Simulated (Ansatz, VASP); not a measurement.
## Two plane-wave programs on Ta2N

```xyz
3
Lattice="3.0619 0.0000 0.0000 -1.5309 2.6517 0.0000 0.0000 0.0000 4.7873" Properties=species:S:1:pos:R:3 pbc="T T T"
Ta    1.5309    0.8839    3.5746
Ta    0.0000    1.7678    1.2127
N     0.0000    0.0000    0.0000
```

Alike in both runs: functional LDA; k mesh 15 × 15 × 10; occupations gaussian, width 0.1 eV; no spin polarisation.

Ansatz relaxed the structure, and its values are those at the end. VASP's run is a single point on that final structure, the one shown.

|  | VASP | Ansatz |
| --- | --- | --- |
| version | VASP 6.6.1 | Ansatz 0.2.0 |
| potentials or method | VASP PAW LDA potentials, release 64 (Ta_sv_GW, N), cutoff 700 eV | scalar-relativistic, plane waves, PAW |
| valence electrons in the cell | 31 | 31 |

```tsv
	VASP	Ansatz	Ansatz less VASP
gap on the k mesh at the Fermi level (eV)	none	none	-
pressure (GPa)	0.9	0.0	-0.91
rms of the force components (eV/Å)	0.018	0.000	-0.0182
```

Ansatz warns that its potentials were made for another functional, while VASP's fit it. LDA's correlation is that of Perdew and Zunger in VASP and of Perdew and Wang (1992) in Ansatz. A gap of «none» marks a metal or a gap that the smearing closes.

Spin-orbit coupling is off throughout.
